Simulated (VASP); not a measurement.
Here is a VASP 6.6.1 calculation.

The input INCAR:

```
SYSTEM = BeSe3
ALGO     = Normal         ! electronic algorithm
EDIFF    = 1E-7           ! SCF threshold, eV
EDIFFG   = -0.08          ! ionic threshold
ENCUT    = 600            ! plane-wave cutoff, eV
GGA      = PE             ! functional
IBRION   = 2              ! ionic algorithm
ISIF     = 3              ! what is computed and relaxed
ISMEAR   = 0              ! smearing method
LASPH    = .True.         ! aspherical terms in the spheres
LCHARG   = .False.        ! write CHGCAR
LREAL    = .False.        ! projectors in reciprocal space
LWAVE    = .False.        ! write WAVECAR
NELM     = 100            ! most SCF steps
NSW      = 36             ! ionic steps
PREC     = Accurate       ! precision mode
SIGMA    = 0.2            ! smearing width, eV
```

KPOINTS

```
k-points
0
Gamma
  4 4 2
  0 0 0
```

File POSCAR:

```
BeSe3
1.0
    3.7000000000      0.0000000000      0.0000000000
    0.0000000000      3.7000000000      0.0000000000
    0.0000000000      0.0000000000     12.8000000000
Be Se
2 6
Direct
    0.5000000000      0.5000000000      0.0000000000
    0.0000000000      0.0000000000      0.0000000000
    0.5000000000      0.0000000000      0.8950000000
    0.0000000000      0.5000000000      0.1050000000
    0.0000000000      0.5000000000      0.3950000000
    0.5000000000      0.0000000000      0.3950000000
    0.5000000000      0.0000000000      0.6050000000
    0.0000000000      0.5000000000      0.6050000000
```

Potentials or basis: VASP PAW PBE potentials, release 64 (Be, Se).

Launch:

```console
$ cat potpaw_PBE.64/Be/POTCAR potpaw_PBE.64/Se/POTCAR > POTCAR
$ mpirun -np 1 vasp_std > vasp.out
```

(1) Estimate the relaxed volume.

(2) Estimate the band gap on the k mesh.

(3) Estimate the space group after relaxing (to 0.1 Å).

(4) Estimate the relaxed cell.

## Answers

(1) 25.30 Å³/atom.

(2) zero (bands 20 and 21 overlap by 2.84 eV).

(3) P4/nmm (No. 129).

(4) a = 3.729 Å, b = 3.729 Å, c = 14.552 Å, α = 90.00°, β = 90.00°, γ = 90.00°.

Caveat: the k points lie up to 0.42 Å⁻¹ apart in the final cell, too coarse for converged energies and pressures of a metal; the volume moved by over 15 % at a fixed basis, so the end points are rough; this functional lacks dispersion, which binds layers or chains, so the pressure and a relaxed spacing across them are unreliable.
